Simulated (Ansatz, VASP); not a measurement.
TaGe3Pd2 in VASP and in Ansatz

The input INCAR:

```
SYSTEM = TaGe3Pd2
  PREC = Accurate
  ENCUT = 600
  EDIFF = 1E-7
  ISMEAR = 0
  SIGMA = 0.1
  LREAL = .FALSE.
  LASPH = .TRUE.
  NELM = 60
  ALGO = Normal
  ISIF = 3
  LWAVE = .FALSE.
  LCHARG = .FALSE.
  GGA = PE
  IBRION = 2
  NSW = 100
  EDIFFG = -0.01
```

KPOINTS

```
regular mesh
0
G
  12 12 10
  0 0 0
```

POSCAR

```
TaGe3Pd2
1.0
    5.3663253727      0.0000000000      0.0000000000
   -2.6831626863      4.6473740977      0.0000000000
    0.0000000000      0.0000000000      4.2049745664
Ta Ge Pd
1 3 2
Direct
    0.0000000000      0.0000000000      0.0000000000
    0.5000000000      0.0000000000      0.5000000000
    0.5000000000      0.5000000000      0.5000000000
    0.0000000000      0.5000000000      0.5000000000
    0.3333333333      0.6666666667      0.0000000000
    0.6666666667      0.3333333333      0.0000000000
```

Input for Ansatz:

```yaml
crystal:
  lattice:
    - [5.3663253727, 0.0, 0.0]
    - [-2.6831626863, 4.6473740977, 0.0]
    - [0.0, 0.0, 4.2049745664]
  atoms:
    - { symbol: Ta, position: [0.0, 0.0, 0.0] }
    - { symbol: Ge, position: [0.5, 0.0, 0.5] }
    - { symbol: Ge, position: [0.5, 0.5, 0.5] }
    - { symbol: Ge, position: [0.0, 0.5, 0.5] }
    - { symbol: Pd, position: [0.3333333333, 0.6666666667, 0.0] }
    - { symbol: Pd, position: [0.6666666667, 0.3333333333, 0.0] }
basis:
  ecutwfc: 420
kpoints:
  mp_grid: { grid: [12, 12, 10] }
hamiltonian:
  xc: pbe
scf:
  occupations: { method: gaussian, width: 0.1 }
output:
  forces: true
  stress: true
  eigenvalues: true
  write_density: true
  write_potential: true
  elf: true
  volumetric_format: npy
relax:
  adjacent_minimum: "off"
  f_tol: 0.01
  max_steps: 80
  cell: { stress_tol: 0.05 }
```

Change from the starting cell: species swapped into the DyB2Ru3 type (P6/mmm, No. 191).

Alike in both runs: task relaxation of cell and atoms; functional PBE; k mesh 12 × 12 × 10; occupations gaussian, width 0.1 eV; no spin polarisation.

|  | VASP | Ansatz |
| --- | --- | --- |
| version | VASP 6.6.1 | Ansatz 0.2.0 |
| potentials or method | VASP PAW PBE potentials, release 64 (Ta_pv, Ge_d, Pd), cutoff 600 eV | scalar-relativistic, plane waves, PAW |
| valence electrons in the cell | 73 | 91 |

VASP gave:

| Quantity | Value |
| --- | --- |
| gap on the k mesh at the Fermi level, each at its own relaxed structure (eV) | none |
| relaxed volume (Å³/atom) | 17.57 |
| relaxed cell length with the largest relative difference (Å) | 5.365 |

Q: Estimate Ansatz's values.

A: gap on the k mesh at the Fermi level, each at its own relaxed structure (eV): none; relaxed volume (Å³/atom): 17.54; relaxed cell length with the largest relative difference (Å): 5.362.

A gap of «none» marks a metal or a gap that the smearing closes. VASP's potentials hold 73 valence electrons a cell and Ansatz's 91, so a difference there can come from the potentials and not from the codes.

Spin-orbit coupling is off throughout.
